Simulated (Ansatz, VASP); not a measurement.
# Two plane-wave programs on Si

```
Si
1.0
    -3.34266    3.34266    3.47971
     3.34266   -3.34266    3.47971
     3.34266    3.34266   -3.47971
Si
8
Direct
  0.20285 0.20285 0.20285
  0.50000 0.00000 0.29715
  0.29715 0.50000 0.00000
  0.00000 0.29715 0.50000
  0.79715 0.79715 0.79715
  0.50000 0.00000 0.70285
  0.70285 0.50000 0.00000
  0.00000 0.70285 0.50000
```

Alike in both runs: task single point; functional PBE; k mesh 10 × 10 × 10; occupations gaussian, width 0.15 eV; no spin polarisation.

```csv
,VASP,Ansatz
version,VASP 6.6.1,Ansatz 0.2.0
potentials or method,"VASP PAW PBE potentials, release 64 (Si), cutoff 520 eV","scalar-relativistic, plane waves, PAW"
valence electrons in the cell,32,32
```

```csv
,VASP,Ansatz,Ansatz less VASP
gap on the k mesh at the Fermi level (eV),none,none,-
pressure (GPa),-4.4,-4.4,+0.05
"traceless stress, the component that is largest in VASP (GPa)",-3.66,-3.66,+0.006
rms of the force components (eV/Å),0.152,0.152,-0.0002
```

Atom by atom the forces differ by 0.001 eV/Å (rms over components). A gap of «none» marks a metal or a gap that the smearing closes.
